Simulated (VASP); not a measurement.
# Ta (P6_3/mmc) in VASP: further runs

Aim: see how the results for Ta move with the level of theory and the settings. Levels: PBE, LDA. Tasks: single point.

Everything below comes from runs of VASP 6.6.1. Logs are shortened: lines on timing, memory, paths and dates and some standing lists are left out, and cuts for length are marked.

### Step 1. The cell of the first run

It takes space group P6_3/mmc (No. 194, hexagonal). The conventional cell has a = 2.900 Å, b = 2.900 Å, c = 5.166 Å, α = 90.00°, β = 90.00°, γ = 120.00°. Within 3.8 Å of Ta (site symmetry -6m2) lie 12 Ta at 2.90 to 3.08 Å.

### Step 2. Single point, PBE

File INCAR:

```
PREC = Accurate ; ENCUT = 520
EDIFF = 1E-6 ; ISMEAR = 0
SIGMA = 0.011 ; LREAL = False
LASPH = True ; NELM = 80
ALGO = Normal ; ISIF = 2
LWAVE = False ; LCHARG = True
GGA = PE ; LELF = True
LVHAR = True ; NBANDS = 18
```

File KPOINTS:

```
regular mesh
0
Gamma
  11 11 5
```

File POSCAR:

```
Ta
1.0
    2.9003720726      0.0000000000      0.0000000000
   -1.4501860363      2.5117958953      0.0000000000
    0.0000000000      0.0000000000      5.1662740000
Ta
2
Direct
    0.3333333333      0.6666666667      0.2500000000
    0.6666666667      0.3333333333      0.7500000000
```

Potentials or basis: VASP PAW PBE potentials, release 64 (Ta_pv).

Command:

```bash
$ cat potpaw_PBE.64/Ta_pv/POTCAR > POTCAR
$ mpirun -np 1 vasp_std > vasp.out
```

OUTCAR:

```text
PREC = Accurate
   ENCUT = 520
   EDIFF = 1E-6
   ISMEAR = 0
   LREAL = False
   LASPH = True
   NELM = 80
   ISIF = 2
   GGA = PE

 ion  position               nearest neighbor table
   1  0.333  0.667  0.250-   2 3.08   2 3.08   2 3.08   2 3.08   2 3.08   2 3.08
   2  0.667  0.333  0.750-   1 3.08   1 3.08   1 3.08   1 3.08   1 3.08   1 3.08

  LATTYP: Found a hexagonal cell.
 ALAT       =     2.9003720726
 C/A-ratio  =     1.7812452577

  Lattice vectors:

 A1 = (   2.9003720726,   0.0000000000,   0.0000000000)
 A2 = (  -1.4501860363,   2.5117958953,   0.0000000000)
 A3 = (   0.0000000000,   0.0000000000,   5.1662740000)

Analysis of symmetry for initial positions (statically):
=====================================================================
 Subroutine PRICEL returns:
 Original cell was already a primitive cell.

 Routine SETGRP: Setting up the symmetry group for a
 hexagonal supercell.

 Subroutine GETGRP returns: Found 24 space group operations
 (whereof 12 operations were pure point group operations)
 out of a pool of 24 trial point group operations.

The static configuration has the point symmetry D_3d.
 The point group associated with its full space group is D_6h.

Analysis of symmetry for dynamics (positions and initial velocities):
=====================================================================
 Subroutine PRICEL returns:
 Original cell was already a primitive cell.

 Routine SETGRP: Setting up the symmetry group for a
 hexagonal supercell.

 Subroutine GETGRP returns: Found 24 space group operations
 (whereof 12 operations were pure point group operations)
 out of a pool of 24 trial point group operations.

The dynamic configuration has the point symmetry D_3d.
 The point group associated with its full space group is D_6h.

 Subroutine INISYM returns: Found 24 space group operations
 (whereof 12 operations are pure point group operations),
 and found     1 'primitive' translations

----------------------------------------------------------------------------------------

                                     Primitive cell

  volume of cell :      37.6370

  direct lattice vectors                    reciprocal lattice vectors
     2.900372073  0.000000000  0.000000000     0.344783350  0.199060760  0.000000000
    -1.450186036  2.511795895  0.000000000     0.000000000  0.398121520  0.000000000
     0.000000000  0.000000000  5.166274000     0.000000000  0.000000000  0.193563098

  length of vectors
     2.900372073  2.900372073  5.166274000     0.398121520  0.398121520  0.193563098

  position of ions in fractional coordinates (direct lattice)
     0.333333333  0.666666667  0.250000000
     0.666666667  0.333333333  0.750000000

  ion indices of the primitive-cell ions
   primitive index   ion index
                 1           1
                 2           2

----------------------------------------------------------------------------------------

 KPOINTS: regular mesh

Automatic generation of k-mesh.
 Grid dimensions read from file:
 generate k-points for:   11   11    5

 Generating k-lattice:

  Cartesian coordinates                     Fractional coordinates (reciprocal lattice)
     0.031343941  0.018096433  0.000000000     0.090909091 -0.000000000  0.000000000
     0.000000000  0.036192865  0.000000000     0.000000000  0.090909091  0.000000000
     0.000000000  0.000000000  0.038712620     0.000000000  0.000000000  0.200000000

  Length of vectors
     0.036192865  0.036192865  0.038712620

  Shift w.r.t. Gamma in fractional coordinates (k-lattice)
     0.000000000  0.000000000  0.000000000

 Subroutine IBZKPT returns following result:
 ===========================================

 Found     48 irreducible k-points:

 Following reciprocal coordinates:
            Coordinates               Weight
  0.000000  0.000000  0.000000      1.000000
  0.090909  0.000000  0.000000      6.000000
  0.181818  0.000000  0.000000      6.000000
  0.272727  0.000000  0.000000      6.000000
  0.363636 -0.000000  0.000000      6.000000
  0.454545  0.000000  0.000000      6.000000
[... 16 lines left out ...]
  0.090909  0.090909  0.200000     12.000000
  0.181818  0.090909  0.200000     24.000000
 [... further k-points ...]
   k-points           NKPTS =     48   k-points in BZ     NKDIM =     48   number of bands    NBANDS=     18
   number of dos      NEDOS =    301   number of ions     NIONS =      2
   total plane-waves  NPLWV =  23040
   dimension x,y,z NGX =    24 NGY =   24 NGZ =   40
   dimension x,y,z NGXF=    48 NGYF=   48 NGZF=   80
   ions per type =               2
   NGX,Y,Z   is equivalent  to a cutoff of  13.76, 13.76, 12.87 a.u.
   NGXF,Y,Z  is equivalent  to a cutoff of  27.51, 27.51, 25.74 a.u.
 SYSTEM =  unknown system
   PREC   = accura    normal or accurate (medium, high low for compatibility)
   ISTART =      0    job   : 0-new  1-cont  2-samecut
   ICHARG =      2    charge: 1-file 2-atom 10-const
   ISPIN  =      1    spin polarized calculation?
   LNONCOLLINEAR =      F non collinear calculations
   LSORBIT =      F    spin-orbit coupling
   LASPH  =      T    aspherical Exc in radial PAW
   ENCUT  =  520.0 eV  38.22 Ry    6.18 a.u.   5.39  5.39  9.61*2*pi/ulx,y,z
   NELM   =     80;   NELMIN=  2; NELMDL= -5     # of ELM steps
   EDIFF  = 0.1E-05   stopping-criterion for ELM
   LREAL  =      F    real-space projection
   EDIFFG = 0.1E-04   stopping-criterion for IOM
   NSW    =      0    number of steps for IOM
   IBRION =     -1    ionic relax: 0-MD 1-quasi-New 2-CG
   NFREE  =      0    steps in history (QN), initial steepest desc. (CG)
   ISIF   =      2    stress and relaxation
   ISYM   =      2    0-nonsym 1-usesym 2-fastsym
   POTIM  = 0.5000    time-step for ionic-motion
   TEBEG  =    0.0;   TEEND  =   0.0 temperature during run
   PSTRESS=    0.0 pullay stress
   NELECT =      22.0000    total number of electrons
   NUPDOWN=      -1.0000    fix difference up-down
   EMIN   =  10.00;   EMAX   =-10.00  energy-range for DOS
   EFERMI =   0.00;   METHOD = LEGACY
   ISMEAR =     0;   SIGMA  =   0.01  broadening in eV -4-tet -1-fermi 0-gaus
   EFERMI_NEDOS =   21; number of points for ismear=-14 and -15
   IALGO  =     38    algorithm
   IMIX   =      4    mixing-type and parameters
     AMIX     =   0.40;   BMIX     =  1.00
     AMIX_MAG =   1.60;   BMIX_MAG =  1.00
  volume/ion in A,a.u.               =      18.82       126.99
  Fermi-wavevector in a.u.,A,eV,Ry     =   1.368812  2.586680 25.492516  1.873647
  Thomas-Fermi vector in A             =   2.494743
   LORBIT       =      0    0 simple, 1 ext, 2 COOP (PROOUT), +10 PAW based schemes
   GGA     = PE    functional components
   LHFCALC =     F    Hartree Fock is set to
   AEXX    =    0.0000 exact exchange contribution
   IVDW    =     0    specifies the selected vdW correction
   LEPSILON=     F    determine dielectric tensor
   LRPA    =     F    only Hartree local field effects (RPA)
 non-spin polarized calculation
 Gauss-broadening in eV      SIGMA  =   0.01
  energy-cutoff  :      520.00
  volume of cell :       37.64
 maximum number of plane-waves:      1039
 NGX is ok and might be reduce to    24
   NGX = 11   NGY = 11   NGZ = 19

 number of electron      22.0000003 magnetization

 Free energy of the ion-electron system (eV)
  ---------------------------------------------------
  ext. energy  EPLUGINS =         0.00000000
  ---------------------------------------------------
  free energy    TOTEN  =       -23.07753370 eV

  energy without entropy =      -23.07707623  energy(sigma->0) =      -23.07730496

 E-fermi :   5.6179     XC(G=0): -12.3813

 val. band max:        5.6135961430   @ k =   0.2727   0.0909   0.4000
 cond. band min:       5.6179293416   @ k =   0.2727   0.1818   0.2000
 fundamental gap:      0.0043331986
 Fermi energy:         5.6178985394

 k-point     1 :       0.0000    0.0000    0.0000
  band No.  band energies     occupation
      1     -28.9932      2.00000
      2     -28.1844      2.00000
      3     -28.0651      2.00000
      4     -28.0651      2.00000
      5     -27.9835      2.00000
      6     -27.9835      2.00000
[... 10 lines left out ...]
     17      10.6879      0.00000
     18      10.6879      0.00000

 k-point     2 :       0.0909    0.0000    0.0000
  band No.  band energies     occupation
      1     -28.9671      2.00000
      2     -28.1874      2.00000
      3     -28.1494      2.00000
      4     -28.0879      2.00000
      5     -28.0696      2.00000
      6     -27.9991      2.00000
[... 10 lines left out ...]
     17      10.8107      0.00000
     18      11.3249      0.00000

 k-point     3 :       0.1818    0.0000    0.0000
  band No.  band energies     occupation
      1     -28.8940      2.00000
      2     -28.3727      2.00000
      3     -28.2929      2.00000
      4     -28.1984      2.00000
      5     -28.1475      2.00000
      6     -28.0418      2.00000
[... 10 lines left out ...]
     17      11.0004      0.00000
     18      12.6193      0.00000

 k-point     4 :       0.2727    0.0000    0.0000
  band No.  band energies     occupation
      1     -28.7882      2.00000
      2     -28.6593      2.00000
      3     -28.5709      2.00000
      4     -28.2227      2.00000
      5     -28.2223      2.00000
      6     -28.0988      2.00000
[... 10 lines left out ...]
     17      11.0956      0.00000
     18      13.5155      0.00000

 k-point     5 :       0.3636   -0.0000    0.0000
  band No.  band energies     occupation
      1     -28.9157      2.00000
      2     -28.8144      2.00000
      3     -28.6728      2.00000
      4     -28.2899      2.00000
      5     -28.2619      2.00000
      6     -28.1517      2.00000
[... 10 lines left out ...]
     17      11.1049      0.00000
     18      13.2806      0.00000

 k-point     6 :       0.4545    0.0000    0.0000
  band No.  band energies     occupation
      1     -29.0647      2.00000
      2     -28.9547      2.00000
      3     -28.5846      2.00000
      4     -28.3291      2.00000
      5     -28.3046      2.00000
      6     -28.1833      2.00000
[... 10 lines left out ...]
     17      12.0261      0.00000
     18      13.3201      0.00000

 k-point     7 :       0.0909    0.0909    0.0000
  band No.  band energies     occupation
      1     -28.9175      2.00000
      2     -28.2890      2.00000
      3     -28.2384      2.00000
      4     -28.1944      2.00000
      5     -28.1181      2.00000
      6     -28.0392      2.00000
[... 10 lines left out ...]
     17      10.8353      0.00000
     18      12.3331      0.00000

 k-point     8 :       0.1818    0.0909    0.0000
  band No.  band energies     occupation
      1     -28.8279      2.00000
      2     -28.5277      2.00000
      3     -28.4748      2.00000
      4     -28.2121      2.00000
      5     -28.2006      2.00000
      6     -28.1043      2.00000
[... 10 lines left out ...]
     17      10.8358      0.00000
     18      13.7288      0.00000
[... 229 lines left out ...]
     17      10.7862      0.00000
     18      11.6707      0.00000

 k-point    20 :       0.2727    0.0000    0.2000
  band No.  band energies     occupation
      1     -28.7907      2.00000
      2     -28.6263      2.00000
      3     -28.5737      2.00000
      4     -28.2515      2.00000
      5     -28.2110      2.00000
      6     -28.1108      2.00000
[... 10 lines left out ...]
     17      10.8274      0.00000
     18      12.2036      0.00000

 k-point    21 :       0.3636   -0.0000    0.2000
  band No.  band energies     occupation
      1     -28.9396      2.00000
      2     -28.8486      2.00000
      3     -28.5955      2.00000
      4     -28.2796      2.00000
      5     -28.2769      2.00000
      6     -28.1651      2.00000
[... 10 lines left out ...]
     17      11.1451      0.00000
     18      12.4260      0.00000

 k-point    22 :       0.4545    0.0000    0.2000
  band No.  band energies     occupation
      1     -29.0779      2.00000
      2     -28.9854      2.00000
      3     -28.5323      2.00000
      4     -28.3154      2.00000
      5     -28.3100      2.00000
      6     -28.1974      2.00000
[... 10 lines left out ...]
     17      12.0635      0.00000
     18      12.4087      0.00000

 k-point    23 :       0.0909    0.0909    0.2000
  band No.  band energies     occupation
      1     -28.8576      2.00000
      2     -28.3148      2.00000
      3     -28.2765      2.00000
      4     -28.1955      2.00000
      5     -28.1100      2.00000
      6     -28.0483      2.00000
[... 10 lines left out ...]
     17      10.6629      0.00000
     18      11.5750      0.00000

 k-point    24 :       0.1818    0.0909    0.2000
  band No.  band energies     occupation
      1     -28.7952      2.00000
      2     -28.5202      2.00000
      3     -28.4838      2.00000
      4     -28.2522      2.00000
      5     -28.1847      2.00000
      6     -28.1140      2.00000
[... 10 lines left out ...]
     17      10.5977      0.00000
     18      12.2423      0.00000

 [... further k-points ...]

------------------------ aborting loop because EDIFF is reached ----------------------------------------

  FORCE on cell =-STRESS in cart. coord.  units (eV):
  Direction    XX          YY          ZZ          XY          YZ          ZX
  --------------------------------------------------------------------------------------
  -------------------------------------------------------------------------------------
  Total       -0.3739196     -0.3739196      0.0326852     -0.0000000      0.0000000      0.0000000
  in kB      -15.9174452    -15.9174452      1.3913820     -0.0000000      0.0000000      0.0000000
  external PRESSURE =     -10.1478361 kB  Pullay stress =       0.0000000 kB

 VOLUME and BASIS-vectors are now :
 -----------------------------------------------------------------------------
  energy-cutoff  :      520.00
  volume of cell :       37.64
      direct lattice vectors                 reciprocal lattice vectors
     2.900372073  0.000000000  0.000000000     0.344783350  0.199060760  0.000000000
    -1.450186036  2.511795895  0.000000000     0.000000000  0.398121520  0.000000000
     0.000000000  0.000000000  5.166274000     0.000000000  0.000000000  0.193563098

 POSITION                                       TOTAL-FORCE (eV/Angst)
 -----------------------------------------------------------------------------------
     -0.00000      1.67453      1.29157         0.000000      0.000000      0.000000
      1.45019      0.83727      3.87471        -0.000000     -0.000000      0.000000
 -----------------------------------------------------------------------------------
    total drift:                               -0.000000      0.000000     -0.000000

  FREE ENERGIE OF THE ION-ELECTRON SYSTEM (eV)
  ---------------------------------------------------
  free  energy   TOTEN  =       -23.0775336993 eV

  energy  without entropy=      -23.0770762296  energy(sigma->0) =      -23.07730496
```

Run time: 23 s. Hardware: 1 thread of Intel Xeon Platinum 8259CL at 2.50GHz (Skylake/Cascade Lake), shared host; peak memory 0.17 GiB.

What came out:

```yaml
Free_energy: -23.0775 eV
Pressure: -1.0 GPa
Band_gap_on_the_k_mesh: zero (band 11 reaches 6.47 eV, above the bottom of band 12 at 5.04 eV)
```

Caveat: spin-orbit coupling is left out, which moves the levels of the heavy elements.

[end of part 1 of 2]
